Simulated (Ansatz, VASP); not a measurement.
**One calculation of CuI, two programs**

```
Cu I
1.0
     4.00198    0.00000    0.00000
     0.00000    4.00198    0.00000
     0.00000    0.00000    6.48052
Cu I
2 2
Direct
  0.50000 0.50000 0.00000
  0.00000 0.00000 0.00000
  0.50000 0.00000 0.26152
  0.00000 0.50000 0.73848
```

Alike in both runs: functional PBEsol; k mesh 8 × 8 × 4; occupations gaussian, width 0.02 eV; no spin polarisation.

Ansatz relaxed the structure, and its values are those at the end. VASP's run is a single point on that final structure, the one shown.

|  | VASP | Ansatz |
| --- | --- | --- |
| version | VASP 6.6.1 | Ansatz 0.2.0 |
| potentials or method | VASP PAW PBE potentials, release 64 (Cu, I), cutoff 520 eV | scalar-relativistic, plane waves, PAW |
| valence electrons in the cell | 36 | 72 |

|  | VASP | Ansatz | Ansatz less VASP |
| --- | --- | --- | --- |
| gap on the k mesh at the Fermi level (eV) | 1.53 | 1.52 | -0.012 |
| least direct gap on the mesh (eV) | 1.53 | 1.52 | -0.012 |
| pressure (GPa) | 0.1 | 0.0 | -0.13 |
| rms of the force components (eV/Å) | 0.008 | 0.001 | -0.0071 |

VASP's potentials were made for PBE, not for PBEsol. VASP's potentials hold 36 valence electrons a cell and Ansatz's 72, so a difference there can come from the potentials and not from the codes.

Neither program's run includes spin-orbit coupling.
